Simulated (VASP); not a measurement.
Write the native input for VASP 6.6.1 that does the following.

```
Task                   : single point
Functional             : PBE
Potentials or basis    : VASP PAW PBE potentials, release 64 (Al, H)
Cutoff                 : 520 eV
k mesh                 : 5 × 5 × 1
Occupations            : gaussian, width 0.1 eV
Spin                   : no spin polarisation
Dipole correction      : yes
Further INCAR settings : ALGO = Normal; EDIFF = 1e-06; NBANDS = 32
```

The structure of Al6H lies in POSCAR:

```
Al6H
1.0
    5.7135165837      0.0000000000      0.0000000000
    0.0000000000      5.7135165837      0.0000000000
    0.0000000000      0.0000000000     22.1746954375
Al H
12 2
Direct
    0.2500000000      0.2500000000      0.1803857921
    0.2500000000      0.7500000000      0.1803857921
    0.7500000000      0.2500000000      0.1803857921
    0.7500000000      0.7500000000      0.1803857921
    0.0000000000      0.0000000000      0.2744050924
    0.0000000000      0.5000000000      0.2744050924
    0.5000000000      0.0000000000      0.2744050924
    0.5000000000      0.5000000000      0.2744050924
    0.2500000000      0.2500000000      0.3686497278
    0.2500000000      0.7500000000      0.3686497278
    0.7500000000      0.2500000000      0.3686497278
    0.7500000000      0.7500000000      0.3686497278
    0.0000000000     -0.0804233248      0.4859004927
    0.0000000000      0.0804233248      0.4859004927
```

The input as run:

INCAR

```
ALGO = Normal
DIPOL = 0.5 0.5 0.305
EDIFF = 1E-6
ENCUT = 520
GGA = PE
IDIPOL = 3
ISIF = 2
ISMEAR = 0
LASPH = T
LCHARG = F
LDIPOL = T
LREAL = F
LWAVE = F
NBANDS = 32
NELM = 80
PREC = Accurate
SIGMA = 0.1
```

KPOINTS

```
k-points
0
Gamma
  5 5 1
```

Potentials or basis: VASP PAW PBE potentials, release 64 (Al, H).

The run is started by

```console
$ cat potpaw_PBE.64/Al/POTCAR potpaw_PBE.64/H/POTCAR > POTCAR
$ mpirun -np 1 vasp_std > vasp.out
```

Results of the run:

- Largest force: 3.371 eV/Å
- Band gap on the k mesh: zero (bands 19 and 20 overlap by 0.57 eV)

It took 12 min on 1 thread of Intel Xeon 8259CL, on a shared host, peak memory 0.7 GiB.
